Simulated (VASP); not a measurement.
# Hg (I4_1/amd) in VASP: single point with PBE

Aim: the single point of Hg with PBE.

Program: VASP 6.6.1. These are calculated values, not measurements. Logs are shortened: lines on timing, memory, paths and dates and some standing lists are left out, and cuts for length are marked.

**1. The cell of the first run**

Symmetry: I4_1/amd, No. 141, tetragonal system. Conventional cell: a = 5.740 Å, b = 5.740 Å, c = 3.081 Å, α = 90.00°, β = 90.00°, γ = 90.00°. Within 3.9 Å of Hg (site symmetry -4m2) lie 10 Hg at 2.97 to 3.68 Å.

**2. Single point, PBE**

Contents of INCAR:

```
SYSTEM = Hg
PREC = Accurate
ENCUT = 550
EDIFF = 1E-6
ISMEAR = -1
SIGMA = 0.05
LREAL = .False.
LASPH = .True.
NELM = 120
ALGO = Normal
ISIF = 2
LWAVE = .False.
LCHARG = .False.
GGA = PE
NBANDS = 27
GGA_COMPAT = .False.
```

Contents of KPOINTS:

```
regular mesh
0
Gamma
  10 10 10
  0 0 0
```

Contents of POSCAR:

```
Hg
1.0
   -2.8699464575      2.8699464575      1.5404506332
    2.8699464575     -2.8699464575      1.5404506332
    2.8699464575      2.8699464575     -1.5404506332
Hg
2
Direct
    0.0000000000      0.0000000000      0.0000000000
    0.7500000000      0.2500000000      0.5000000000
```

Potentials or basis: VASP PAW PBE potentials, release 64 (Hg_sv_GW).

Command:

```sh
> cat potpaw_PBE.64/Hg_sv_GW/POTCAR > POTCAR
> mpirun -np 1 vasp_std > vasp.out
```

OUTCAR:

```text
SYSTEM = Hg
   PREC = Accurate
   ENCUT = 550
   EDIFF = 1E-6
   ISMEAR = -1
   LREAL = .False.
   LASPH = .True.
   NELM = 120
   ISIF = 2
   GGA = PE

 ion  position               nearest neighbor table
   1  0.000  0.000  0.000-   2 2.97   2 2.97   2 2.97   2 2.97
   2  0.750  0.250  0.500-   1 2.97   1 2.97   1 2.97   1 2.97

  LATTYP: Found a body centered tetragonal cell.
 ALAT       =     5.7398929150
 C/A-ratio  =     0.5367523945

  Lattice vectors:

 A1 = (  -2.8699464575,   2.8699464575,   1.5404506332)
 A2 = (   2.8699464575,  -2.8699464575,   1.5404506332)
 A3 = (   2.8699464575,   2.8699464575,  -1.5404506332)

Analysis of symmetry for initial positions (statically):
=====================================================================
 Subroutine PRICEL returns:
 Original cell was already a primitive cell.

 Routine SETGRP: Setting up the symmetry group for a
 body centered tetragonal supercell.

 Subroutine GETGRP returns: Found 16 space group operations
 (whereof  8 operations were pure point group operations)
 out of a pool of 16 trial point group operations.

The static configuration has the point symmetry D_2d.
 The point group associated with its full space group is D_4h.

Analysis of symmetry for dynamics (positions and initial velocities):
=====================================================================
 Subroutine PRICEL returns:
 Original cell was already a primitive cell.

 Routine SETGRP: Setting up the symmetry group for a
 body centered tetragonal supercell.

 Subroutine GETGRP returns: Found 16 space group operations
 (whereof  8 operations were pure point group operations)
 out of a pool of 16 trial point group operations.

The dynamic configuration has the point symmetry D_2d.
 The point group associated with its full space group is D_4h.

 Subroutine INISYM returns: Found 16 space group operations
 (whereof  8 operations are pure point group operations),
 and found     1 'primitive' translations

----------------------------------------------------------------------------------------

                                     Primitive cell

  volume of cell :      50.7523

  direct lattice vectors                    reciprocal lattice vectors
    -2.869946458  2.869946458  1.540450633     0.000000000  0.174219278  0.324580346
     2.869946458 -2.869946458  1.540450633     0.174219278  0.000000000  0.324580346
     2.869946458  2.869946458 -1.540450633     0.174219278  0.174219278  0.000000000

  length of vectors
     4.341217973  4.341217973  4.341217973     0.368381267  0.368381267  0.246383266

  position of ions in fractional coordinates (direct lattice)
     0.000000000  0.000000000  0.000000000
     0.750000000  0.250000000  0.500000000

  ion indices of the primitive-cell ions
   primitive index   ion index
                 1           1
                 2           2

----------------------------------------------------------------------------------------

 KPOINTS: regular mesh

Automatic generation of k-mesh.
 Grid dimensions read from file:
 generate k-points for:   10   10   10

 Generating k-lattice:

  Cartesian coordinates                     Fractional coordinates (reciprocal lattice)
     0.000000000  0.017421928  0.032458035     0.100000000  0.000000000 -0.000000000
     0.017421928  0.000000000  0.032458035     0.000000000  0.100000000 -0.000000000
     0.017421928  0.017421928  0.000000000     0.000000000  0.000000000  0.100000000

  Length of vectors
     0.036838127  0.036838127  0.024638327

  Shift w.r.t. Gamma in fractional coordinates (k-lattice)
     0.000000000  0.000000000  0.000000000

 Subroutine IBZKPT returns following result:
 ===========================================

 Found    102 irreducible k-points:

 Following reciprocal coordinates:
            Coordinates               Weight
  0.000000  0.000000  0.000000      1.000000
  0.100000  0.000000 -0.000000      8.000000
  0.200000  0.000000 -0.000000      8.000000
  0.300000  0.000000  0.000000      8.000000
  0.400000  0.000000 -0.000000      8.000000
  0.500000  0.000000 -0.000000      4.000000
[... 16 lines left out ...]
  0.300000  0.300000  0.000000      8.000000
  0.400000  0.300000  0.000000     16.000000
 [... further k-points ...]
   k-points           NKPTS =    102   k-points in BZ     NKDIM =    102   number of bands    NBANDS=     27
   number of dos      NEDOS =    301   number of ions     NIONS =      2
   total plane-waves  NPLWV =  46656
   dimension x,y,z NGX =    36 NGY =   36 NGZ =   36
   dimension x,y,z NGXF=    72 NGYF=   72 NGZF=   72
   ions per type =               2
   NGX,Y,Z   is equivalent  to a cutoff of  13.79, 13.79, 13.79 a.u.
   NGXF,Y,Z  is equivalent  to a cutoff of  27.57, 27.57, 27.57 a.u.
 SYSTEM =  Hg
   PREC   = accura    normal or accurate (medium, high low for compatibility)
   ISTART =      0    job   : 0-new  1-cont  2-samecut
   ICHARG =      2    charge: 1-file 2-atom 10-const
   ISPIN  =      1    spin polarized calculation?
   LNONCOLLINEAR =      F non collinear calculations
   LSORBIT =      F    spin-orbit coupling
   LASPH  =      T    aspherical Exc in radial PAW
   ENCUT  =  550.0 eV  40.42 Ry    6.36 a.u.   8.30  8.30  8.30*2*pi/ulx,y,z
   NELM   =    120;   NELMIN=  2; NELMDL= -5     # of ELM steps
   EDIFF  = 0.1E-05   stopping-criterion for ELM
   LREAL  =      F    real-space projection
   EDIFFG = 0.1E-04   stopping-criterion for IOM
   NSW    =      0    number of steps for IOM
   IBRION =     -1    ionic relax: 0-MD 1-quasi-New 2-CG
   NFREE  =      0    steps in history (QN), initial steepest desc. (CG)
   ISIF   =      2    stress and relaxation
   ISYM   =      2    0-nonsym 1-usesym 2-fastsym
   POTIM  = 0.5000    time-step for ionic-motion
   TEBEG  =    0.0;   TEEND  =   0.0 temperature during run
   PSTRESS=    0.0 pullay stress
   NELECT =      40.0000    total number of electrons
   NUPDOWN=      -1.0000    fix difference up-down
   EMIN   =  10.00;   EMAX   =-10.00  energy-range for DOS
   EFERMI =   0.00;   METHOD = LEGACY
   ISMEAR =    -1;   SIGMA  =   0.05  broadening in eV -4-tet -1-fermi 0-gaus
   EFERMI_NEDOS =   21; number of points for ismear=-14 and -15
   IALGO  =     38    algorithm
   IMIX   =      4    mixing-type and parameters
     AMIX     =   0.40;   BMIX     =  1.00
     AMIX_MAG =   1.60;   BMIX_MAG =  1.00
  volume/ion in A,a.u.               =      25.38       171.25
  Fermi-wavevector in a.u.,A,eV,Ry     =   1.512202  2.857647 31.113175  2.286754
  Thomas-Fermi vector in A             =   2.622157
   LORBIT       =      0    0 simple, 1 ext, 2 COOP (PROOUT), +10 PAW based schemes
   GGA     = PE    functional components
   LHFCALC =     F    Hartree Fock is set to
   AEXX    =    0.0000 exact exchange contribution
   IVDW    =     0    specifies the selected vdW correction
   LEPSILON=     F    determine dielectric tensor
   LRPA    =     F    only Hartree local field effects (RPA)
 non-spin polarized calculation
  energy-cutoff  :      550.00
  volume of cell :       50.75
 maximum number of plane-waves:      1517
 NGX is ok and might be reduce to    36
   NGX = 17   NGY = 17   NGZ = 17

 number of electron      39.9999990 magnetization

 Free energy of the ion-electron system (eV)
  ---------------------------------------------------
  ext. energy  EPLUGINS =         0.00000000
  ---------------------------------------------------
  free energy    TOTEN  =        -0.29360151 eV

  energy without entropy =       -0.28827803  energy(sigma->0) =       -0.29093977

 E-fermi :   5.4168     XC(G=0): -10.8371

 val. band max:        5.4103146023   @ k =   0.3000   0.2000   0.1000
 cond. band min:       5.4181647893   @ k =  -0.4000  -0.4000   0.3000
 fundamental gap:      0.0078501869
 Fermi energy:         5.4168064501

 k-point     1 :       0.0000    0.0000    0.0000
  band No.  band energies     occupation
      1    -109.6465      2.00000
      2    -109.6435      2.00000
      3     -58.0095      2.00000
      4     -58.0095      2.00000
      5     -57.9643      2.00000
      6     -57.9630      2.00000
[... 19 lines left out ...]
     26      18.7549      0.00000
     27      18.8272      0.00000

 k-point     2 :       0.1000    0.0000   -0.0000
  band No.  band energies     occupation
      1    -109.6464      2.00000
      2    -109.6434      2.00000
      3     -58.0092      2.00000
      4     -58.0080      2.00000
      5     -57.9682      2.00000
      6     -57.9661      2.00000
[... 19 lines left out ...]
     26      16.6327      0.00000
     27      17.0565      0.00000

 k-point     3 :       0.2000    0.0000   -0.0000
  band No.  band energies     occupation
      1    -109.6460      2.00000
      2    -109.6434      2.00000
      3     -58.0087      2.00000
      4     -58.0042      2.00000
      5     -57.9770      2.00000
      6     -57.9743      2.00000
[... 19 lines left out ...]
     26      15.2310      0.00000
     27      16.0042      0.00000

 k-point     4 :       0.3000    0.0000    0.0000
  band No.  band energies     occupation
      1    -109.6455      2.00000
      2    -109.6434      2.00000
      3     -58.0082      2.00000
      4     -58.0001      2.00000
      5     -57.9877      2.00000
      6     -57.9829      2.00000
[... 19 lines left out ...]
     26      14.4097      0.00000
     27      15.4343      0.00000
[... 516 lines left out ...]
      4     -58.0049      2.00000
      5     -57.9711      2.00000
      6     -57.9668      2.00000
[... 19 lines left out ...]
     26      17.4952      0.00000
     27      17.5006      0.00000

 k-point    23 :       0.3000    0.3000    0.0000
  band No.  band energies     occupation
      1    -109.6448      2.00000
      2    -109.6438      2.00000
      3     -58.0052      2.00000
      4     -58.0004      2.00000
      5     -57.9938      2.00000
      6     -57.9882      2.00000
[... 19 lines left out ...]
     26      16.1757      0.00000
     27      17.7304      0.00000

 k-point    24 :       0.4000    0.3000    0.0000
  band No.  band energies     occupation
      1    -109.6448      2.00000
      2    -109.6441      2.00000
      3     -58.0022      2.00000
      4     -57.9966      2.00000
      5     -57.9886      2.00000
      6     -57.9816      2.00000
[... 19 lines left out ...]
     26      16.3030      0.00000
     27      17.9357      0.00000

 [... further k-points ...]

------------------------ aborting loop because EDIFF is reached ----------------------------------------

  FORCE on cell =-STRESS in cart. coord.  units (eV):
  Direction    XX          YY          ZZ          XY          YZ          ZX
  --------------------------------------------------------------------------------------
  -------------------------------------------------------------------------------------
  Total        1.0897604      1.0897604      1.0395372      0.0000000      0.0000000      0.0000000
  in kB       34.4022010     34.4022010     32.8167267      0.0000000      0.0000000      0.0000000
  external PRESSURE =      33.8737096 kB  Pullay stress =       0.0000000 kB

 VOLUME and BASIS-vectors are now :
 -----------------------------------------------------------------------------
  energy-cutoff  :      550.00
  volume of cell :       50.75
      direct lattice vectors                 reciprocal lattice vectors
    -2.869946458  2.869946458  1.540450633     0.000000000  0.174219278  0.324580346
     2.869946458 -2.869946458  1.540450633     0.174219278  0.000000000  0.324580346
     2.869946458  2.869946458 -1.540450633     0.174219278  0.174219278  0.000000000

 POSITION                                       TOTAL-FORCE (eV/Angst)
 -----------------------------------------------------------------------------------
      0.00000      0.00000      0.00000         0.000000     -0.000000     -0.000000
     -0.00000      2.86995      0.77023        -0.000000      0.000000      0.000000
 -----------------------------------------------------------------------------------
    total drift:                               -0.000000      0.000000     -0.000000

  FREE ENERGIE OF THE ION-ELECTRON SYSTEM (eV)
  ---------------------------------------------------
  free  energy   TOTEN  =        -0.2936015094 eV

  energy  without entropy=       -0.2882780268  energy(sigma->0) =       -0.29093977
```

Wall time 76 s (1 thread of Intel Xeon 6975P-C (Granite Rapids), shared host); peak memory 0.31 GiB.

Results:

* Free energy: -0.2936 eV
* Pressure: 3.4 GPa
* Band gap on the k mesh: zero (bands 20 and 21 overlap by 4.48 eV)

Stress tensor (GPa, compression positive):
```
3.44 0.00 0.00
0.00 3.44 0.00
0.00 0.00 3.28
```

Caveat: the cell stands under pressure; spin-orbit coupling is left out, which moves the levels of the heavy elements.
